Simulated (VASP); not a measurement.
# Os (Im-3m) in VASP: notebook

Os is run at these levels: PBEsol; tasks: single point.

All numbers are computed with VASP 6.6.1; they aren't measurements. Logs are shortened: lines on timing, memory, paths and dates and some standing lists are left out, and cuts for length are marked.

## (1) The cell of the first run

The structure is cubic, space group Im-3m (No. 229). Conventional cell: a = 3.061 Å, b = 3.061 Å, c = 3.061 Å, α = 90.00°, β = 90.00°, γ = 90.00°. Within 3.5 Å of Os (site symmetry m-3m) lie 14 Os at 2.65 to 3.06 Å.

## (2) Single point, PBEsol

Input file INCAR:

```
SYSTEM = Os
PREC = Accurate ; ENCUT = 520
EDIFF = 1E-6 ; ISMEAR = 1
SIGMA = 0.05 ; LREAL = .False.
LASPH = .True. ; NELM = 80
ALGO = Normal ; ISIF = 2
LWAVE = .False. ; LCHARG = .False.
GGA = PS ; NBANDS = 10
```

Input file KPOINTS:

```
regular mesh
0
Gamma
  10 10 10
  0 0 0
```

Input file POSCAR:

```
Os
1.0
    1.5307042494      1.5307042494      1.5307042494
   -1.5307042494      1.5307042494      1.5307042494
   -1.5307042494     -1.5307042494      1.5307042494
Os
1
Direct
    0.0000000000      0.0000000000      0.0000000000
```

Potentials or basis: VASP PAW PBE potentials, release 64 (Os).

Started as:

```
$ cat potpaw_PBE.64/Os/POTCAR > POTCAR
$ mpirun -np 1 vasp_std > vasp.out
```

OUTCAR:

```text
SYSTEM = Os
   PREC = Accurate
   ENCUT = 520
   EDIFF = 1E-6
   ISMEAR = 1
   LREAL = .False.
   LASPH = .True.
   NELM = 80
   ISIF = 2
   GGA = PS

 ion  position               nearest neighbor table
   1  0.000  0.000  0.000-

  LATTYP: Found a body centered cubic cell.
 ALAT       =     3.0614084988

  Lattice vectors:

 A1 = (   1.5307042494,  -1.5307042494,  -1.5307042494)
 A2 = (   1.5307042494,   1.5307042494,   1.5307042494)
 A3 = (  -1.5307042494,  -1.5307042494,   1.5307042494)

Analysis of symmetry for initial positions (statically):
=====================================================================
 Subroutine PRICEL returns:
 Original cell was already a primitive cell.

 Routine SETGRP: Setting up the symmetry group for a
 body centered cubic supercell.

 Subroutine GETGRP returns: Found 48 space group operations
 (whereof 48 operations were pure point group operations)
 out of a pool of 48 trial point group operations.

The static configuration has the point symmetry O_h .

Analysis of symmetry for dynamics (positions and initial velocities):
=====================================================================
 Subroutine PRICEL returns:
 Original cell was already a primitive cell.

 Routine SETGRP: Setting up the symmetry group for a
 body centered cubic supercell.

 Subroutine GETGRP returns: Found 48 space group operations
 (whereof 48 operations were pure point group operations)
 out of a pool of 48 trial point group operations.

The dynamic configuration has the point symmetry O_h .

 Subroutine INISYM returns: Found 48 space group operations
 (whereof 48 operations are pure point group operations),
 and found     1 'primitive' translations

----------------------------------------------------------------------------------------

                                     Primitive cell

  volume of cell :      14.3461

  direct lattice vectors                    reciprocal lattice vectors
     1.530704249  1.530704249  1.530704249     0.326647032  0.000000000  0.326647032
    -1.530704249  1.530704249  1.530704249    -0.326647032  0.326647032  0.000000000
    -1.530704249 -1.530704249  1.530704249     0.000000000 -0.326647032  0.326647032

  length of vectors
     2.651257531  2.651257531  2.651257531     0.461948663  0.461948663  0.461948663

  position of ions in fractional coordinates (direct lattice)
     0.000000000  0.000000000  0.000000000

  ion indices of the primitive-cell ions
   primitive index   ion index
                 1           1

----------------------------------------------------------------------------------------

 KPOINTS: regular mesh

Automatic generation of k-mesh.
 Grid dimensions read from file:
 generate k-points for:   10   10   10

 Generating k-lattice:

  Cartesian coordinates                     Fractional coordinates (reciprocal lattice)
     0.032664703  0.000000000  0.032664703     0.100000000  0.000000000  0.000000000
    -0.032664703  0.032664703  0.000000000     0.000000000  0.100000000  0.000000000
     0.000000000 -0.032664703  0.032664703     0.000000000  0.000000000  0.100000000

  Length of vectors
     0.046194866  0.046194866  0.046194866

  Shift w.r.t. Gamma in fractional coordinates (k-lattice)
     0.000000000  0.000000000  0.000000000

 Subroutine IBZKPT returns following result:
 ===========================================

 Found     47 irreducible k-points:

 Following reciprocal coordinates:
            Coordinates               Weight
  0.000000  0.000000  0.000000      1.000000
  0.100000  0.000000  0.000000     12.000000
  0.200000  0.000000  0.000000     12.000000
  0.300000  0.000000  0.000000     12.000000
  0.400000  0.000000  0.000000     12.000000
  0.500000  0.000000  0.000000      6.000000
[... 16 lines left out ...]
  0.100000  0.300000  0.100000      8.000000
  0.500000  0.300000  0.100000     24.000000
 [... further k-points ...]
   k-points           NKPTS =     47   k-points in BZ     NKDIM =     47   number of bands    NBANDS=     10
   number of dos      NEDOS =    301   number of ions     NIONS =      1
   total plane-waves  NPLWV =   8000
   dimension x,y,z NGX =    20 NGY =   20 NGZ =   20
   dimension x,y,z NGXF=    40 NGYF=   40 NGZF=   40
   ions per type =               1
   NGX,Y,Z   is equivalent  to a cutoff of  12.54, 12.54, 12.54 a.u.
   NGXF,Y,Z  is equivalent  to a cutoff of  25.08, 25.08, 25.08 a.u.
 SYSTEM =  Os
   PREC   = accura    normal or accurate (medium, high low for compatibility)
   ISTART =      0    job   : 0-new  1-cont  2-samecut
   ICHARG =      2    charge: 1-file 2-atom 10-const
   ISPIN  =      1    spin polarized calculation?
   LNONCOLLINEAR =      F non collinear calculations
   LSORBIT =      F    spin-orbit coupling
   LASPH  =      T    aspherical Exc in radial PAW
   ENCUT  =  520.0 eV  38.22 Ry    6.18 a.u.   4.93  4.93  4.93*2*pi/ulx,y,z
   NELM   =     80;   NELMIN=  2; NELMDL= -5     # of ELM steps
   EDIFF  = 0.1E-05   stopping-criterion for ELM
   LREAL  =      F    real-space projection
   EDIFFG = 0.1E-04   stopping-criterion for IOM
   NSW    =      0    number of steps for IOM
   IBRION =     -1    ionic relax: 0-MD 1-quasi-New 2-CG
   NFREE  =      0    steps in history (QN), initial steepest desc. (CG)
   ISIF   =      2    stress and relaxation
   ISYM   =      2    0-nonsym 1-usesym 2-fastsym
   POTIM  = 0.5000    time-step for ionic-motion
   TEBEG  =    0.0;   TEEND  =   0.0 temperature during run
   PSTRESS=    0.0 pullay stress
   NELECT =       8.0000    total number of electrons
   NUPDOWN=      -1.0000    fix difference up-down
   EMIN   =  10.00;   EMAX   =-10.00  energy-range for DOS
   EFERMI =   0.00;   METHOD = LEGACY
   ISMEAR =     1;   SIGMA  =   0.05  broadening in eV -4-tet -1-fermi 0-gaus
   EFERMI_NEDOS =   21; number of points for ismear=-14 and -15
   IALGO  =     38    algorithm
   IMIX   =      4    mixing-type and parameters
     AMIX     =   0.40;   BMIX     =  1.00
     AMIX_MAG =   1.60;   BMIX_MAG =  1.00
  volume/ion in A,a.u.               =      14.35        96.81
  Fermi-wavevector in a.u.,A,eV,Ry     =   1.347494  2.546395 24.704648  1.815740
  Thomas-Fermi vector in A             =   2.475240
   LORBIT       =      0    0 simple, 1 ext, 2 COOP (PROOUT), +10 PAW based schemes
   GGA     = PS    functional components
   LHFCALC =     F    Hartree Fock is set to
   AEXX    =    0.0000 exact exchange contribution
   IVDW    =     0    specifies the selected vdW correction
   LEPSILON=     F    determine dielectric tensor
   LRPA    =     F    only Hartree local field effects (RPA)
 non-spin polarized calculation
 Methfessel and Paxton  Order N= 1 SIGMA  =   0.05
  energy-cutoff  :      520.00
  volume of cell :       14.35
 maximum number of plane-waves:       402
   NGX =  9   NGY =  9   NGZ =  9

 number of electron       8.0000001 magnetization

 Free energy of the ion-electron system (eV)
  ---------------------------------------------------
  ext. energy  EPLUGINS =         0.00000000
  ---------------------------------------------------
  free energy    TOTEN  =       -11.31920061 eV

  energy without entropy =      -11.31908548  energy(sigma->0) =      -11.31916223

 E-fermi :   9.2197     XC(G=0): -13.9986

 val. band max:        9.2192884825   @ k =   0.3000   0.3000   0.3000
 cond. band min:       9.2279539749   @ k =   0.2000   0.0000   0.0000
 fundamental gap:      0.0086654924
 Fermi energy:         9.2197039548

 k-point     1 :       0.0000    0.0000    0.0000
  band No.  band energies     occupation
      1      -1.8342      2.00000
      2       5.8176      2.00000
      3       5.8176      2.00000
      4       5.8176      2.00000
      5       9.1252      2.02245
      6       9.1252      2.02245
      7      25.4518      0.00000
      8      25.4518      0.00000
      9      25.4518      0.00000
     10      37.4602      0.00000

 k-point     2 :       0.1000    0.0000    0.0000
  band No.  band energies     occupation
      1      -1.3588      2.00000
      2       5.5762      2.00000
      3       5.7793      2.00000
      4       6.2663      2.00000
      5       8.8095      2.00000
      6       9.1426      2.05150
      7      25.7517      0.00000
      8      26.2370      0.00000
      9      26.2570      0.00000
     10      34.2189      0.00000

 k-point     3 :       0.2000    0.0000    0.0000
  band No.  band energies     occupation
      1      -0.1180      2.00000
      2       4.9945      2.00000
      3       5.5821      2.00000
      4       7.5545      2.00000
      5       8.4912      2.00000
      6       9.2280      0.72490
      7      25.7069      0.00000
      8      26.6951      0.00000
      9      28.4184      0.00000
     10      32.2643      0.00000

 k-point     4 :       0.3000    0.0000    0.0000
  band No.  band energies     occupation
      1       1.1144      2.00000
      2       4.3554      2.00000
      3       5.8206      2.00000
      4       8.7187      2.00000
      5       9.4209     -0.00000
      6       9.4765     -0.00000
      7      23.7139      0.00000
      8      24.0425      0.00000
      9      31.5849      0.00000
     10      31.6868      0.00000
[... 222 lines left out ...]
 k-point    22 :       0.5000    0.2000    0.1000
  band No.  band energies     occupation
      1       2.4123      2.00000
      2       4.5533      2.00000
      3       5.6381      2.00000
      4       8.1044      2.00000
      5      11.0494      0.00000
      6      13.8794      0.00000
      7      18.4750      0.00000
      8      23.3924      0.00000
      9      26.0300      0.00000
     10      31.7159      0.00000

 k-point    23 :       0.1000    0.3000    0.1000
  band No.  band energies     occupation
      1       0.6665      2.00000
      2       4.7706      2.00000
      3       4.7706      2.00000
      4       8.9680      2.00000
      5       8.9680      2.00000
      6       9.0096      2.00000
      7      26.3650      0.00000
      8      26.3650      0.00000
      9      27.3582      0.00000
     10      29.0148      0.00000

 k-point    24 :       0.5000    0.3000    0.1000
  band No.  band energies     occupation
      1       3.2087      2.00000
      2       3.9941      2.00000
      3       5.3360      2.00000
      4       8.4666      2.00000
      5      10.0639     -0.00000
      6      14.4011      0.00000
      7      19.1603      0.00000
      8      22.6660      0.00000
      9      27.7866      0.00000
     10      30.4390      0.00000

 [... further k-points ...]

------------------------ aborting loop because EDIFF is reached ----------------------------------------

  FORCE on cell =-STRESS in cart. coord.  units (eV):
  Direction    XX          YY          ZZ          XY          YZ          ZX
  --------------------------------------------------------------------------------------
  -------------------------------------------------------------------------------------
  Total        0.0627319      0.0627319      0.0627319      0.0000000      0.0000000      0.0000000
  in kB        7.0059204      7.0059204      7.0059204      0.0000000      0.0000000      0.0000000
  external PRESSURE =       7.0059204 kB  Pullay stress =       0.0000000 kB

 VOLUME and BASIS-vectors are now :
 -----------------------------------------------------------------------------
  energy-cutoff  :      520.00
  volume of cell :       14.35
      direct lattice vectors                 reciprocal lattice vectors
     1.530704249  1.530704249  1.530704249     0.326647032  0.000000000  0.326647032
    -1.530704249  1.530704249  1.530704249    -0.326647032  0.326647032  0.000000000
    -1.530704249 -1.530704249  1.530704249     0.000000000 -0.326647032  0.326647032

 POSITION                                       TOTAL-FORCE (eV/Angst)
 -----------------------------------------------------------------------------------
      0.00000      0.00000      0.00000         0.000000     -0.000000      0.000000
 -----------------------------------------------------------------------------------
    total drift:                               -0.000000     -0.000000      0.000000

  FREE ENERGIE OF THE ION-ELECTRON SYSTEM (eV)
  ---------------------------------------------------
  free  energy   TOTEN  =       -11.3192006052 eV

  energy  without entropy=      -11.3190854814  energy(sigma->0) =      -11.31916223
```

Run time: 4.7 s. Hardware: 1 thread of Intel Xeon Platinum 8259CL at 2.50GHz (Skylake/Cascade Lake), shared host; peak memory 0.13 GiB.

What came out:

```yaml
Free_energy: -11.3192 eV
Pressure: 0.7 GPa
Band_gap_on_the_k_mesh: zero (band 4 reaches 11.68 eV, above the bottom of band 5 at 7.44 eV)
```

Levels at points of the mesh, in eV from the Fermi level:
| k point | band 1 | band 2 | band 3 | band 4 | band 5 | band 6 | band 7 | band 8 |
| --- | --- | --- | --- | --- | --- | --- | --- | --- |
| (0.00, 0.00, 0.00) | -11.05 | -3.40 | -3.40 | -3.40 | -0.09 | -0.09 | 16.23 | 16.23 |
| (0.50, 0.00, 0.00) | -7.86 | -5.50 | -0.25 | -0.23 | 0.56 | 3.31 | 9.08 | 12.45 |
| (0.50, 0.50, 0.50) | -7.46 | -7.46 | 2.46 | 2.46 | 2.46 | 7.89 | 7.89 | 7.89 |

Caveat: the PAW data sets were made with another functional, which shifts forces and pressure a little; spin-orbit coupling is left out, which moves the levels of the heavy elements.

## (3) Single point, PBEsol

This run uses another cell than the first one, of 14.17 Å³/atom, 0.988 times its volume.

Input file INCAR:

```
PREC = Accurate ; ENCUT = 520
EDIFF = 1E-6 ; ISMEAR = 1
SIGMA = 0.05 ; LREAL = False
LASPH = True ; NELM = 80
ALGO = Normal ; ISIF = 2
LWAVE = False ; LCHARG = False
GGA = PS ; NBANDS = 10
```

Input file KPOINTS:

```
Automatic mesh
0
Gamma
  10 10 10
```

Input file POSCAR:

```
Os
1.0
    1.5243133156      1.5243133156      1.5243133156
   -1.5243133156      1.5243133156      1.5243133156
   -1.5243133156     -1.5243133156      1.5243133156
Os
1
Direct
    0.0000000000      0.0000000000      0.0000000000
```

Potentials or basis: VASP PAW PBE potentials, release 64 (Os).

Started as:

```
$ cat potpaw_PBE.64/Os/POTCAR > POTCAR
$ mpirun -np 1 vasp_std > vasp.out
```

Wall time 4.7 s (1 thread of Intel Xeon Platinum 8259CL at 2.50GHz (Skylake/Cascade Lake), shared host); peak memory 0.13 GiB.

It converged, with:

* Free energy: -11.3154 eV
* Pressure: 5.9 GPa
* Band gap on the k mesh: zero (band 4 reaches 11.92 eV, above the bottom of band 5 at 7.59 eV)

Levels at points of the mesh, in eV from the Fermi level:
```csv
k point,band 1,band 2,band 3,band 4,band 5,band 6,band 7,band 8
"(0.00, 0.00, 0.00)",-11.17,-3.46,-3.46,-3.46,-0.10,-0.10,16.24,16.24
"(0.50, 0.00, 0.00)",-7.98,-5.60,-0.26,-0.23,0.58,3.38,9.24,12.46
"(0.50, 0.50, 0.50)",-7.60,-7.60,2.51,2.51,2.51,7.96,7.96,7.96
```

Caveat: the PAW data sets were made with another functional, which shifts forces and pressure a little; spin-orbit coupling is left out, which moves the levels of the heavy elements.

## (4) Single point, PBEsol

This run uses another cell than the first one, of 14.00 Å³/atom, 0.976 times its volume.

Input file INCAR:

```
  PREC = Accurate
  ENCUT = 520
  EDIFF = 1E-6
  ISMEAR = 1
  SIGMA = 0.05
  LREAL = False
  LASPH = True
  NELM = 60
  ALGO = Normal
  ISIF = 2
  LWAVE = False
  LCHARG = True
  GGA = PS
  LELF = True
  LVHAR = True
  NBANDS = 10
```

Input file KPOINTS:

```
regular mesh
0
Gamma
  10 10 10
```

Input file POSCAR:

```
Os
1.0
    1.5183067800      1.5183067800      1.5183067800
   -1.5183067800      1.5183067800      1.5183067800
   -1.5183067800     -1.5183067800      1.5183067800
Os
1
Direct
    0.0000000000      0.0000000000      0.0000000000
```

Started as:

```
$ cat potpaw_PBE.64/Os/POTCAR > POTCAR
$ mpirun -np 1 vasp_std > vasp.out
```

Run time: 5 s. Hardware: 1 thread of Intel Xeon Platinum 8259CL at 2.50GHz (Skylake/Cascade Lake), shared host; peak memory 0.13 GiB.

Results (log left out):

* Free energy: -11.3065 eV
* Pressure: 11.0 GPa
* Band gap on the k mesh: zero (band 4 reaches 12.16 eV, above the bottom of band 5 at 7.73 eV)

Levels at points of the mesh, in eV from the Fermi level:
| k point | band 1 | band 2 | band 3 | band 4 | band 5 | band 6 | band 7 | band 8 | band 9 |
| --- | --- | --- | --- | --- | --- | --- | --- | --- | --- |
| (0.00, 0.00, 0.00) | -11.29 | -3.52 | -3.52 | -3.52 | -0.11 | -0.11 | 16.25 | 16.25 | 16.25 |
| (0.50, 0.00, 0.00) | -8.10 | -5.70 | -0.26 | -0.23 | 0.59 | 3.45 | 9.41 | 12.47 | 17.44 |
| (0.50, 0.50, 0.50) | -7.74 | -7.74 | 2.56 | 2.56 | 2.56 | 8.02 | 8.02 | 8.02 | 15.91 |

Caveat: the PAW data sets were made with another functional, which shifts forces and pressure a little; spin-orbit coupling is left out, which moves the levels of the heavy elements.

## (5) Summary

| cell | gap on the mesh (eV) | pressure (GPa) |
| --- | --- | --- |
| a = 2.651 Å, angles 70.5, 109.5, 70.5°, 1 atom | none | 0.7 |
| a = 2.640 Å, angles 70.5, 109.5, 70.5°, 1 atom | none | 5.9 |
| a = 2.630 Å, angles 70.5, 109.5, 70.5°, 1 atom | none | 11.0 |

Alike in all rows: task single point; level PBEsol; potentials or basis VASP PAW PBE potentials, release 64 (Os); no spin polarisation; k mesh 10 × 10 × 10; cutoff (eV) 520; smearing methfessel-paxton 0.05 eV.

Caveats: the PAW data sets were made with another functional, which shifts forces and pressure a little; spin-orbit coupling is left out, which moves the levels of the heavy elements.

Absolute energies hang on the potentials; compare differences alone.
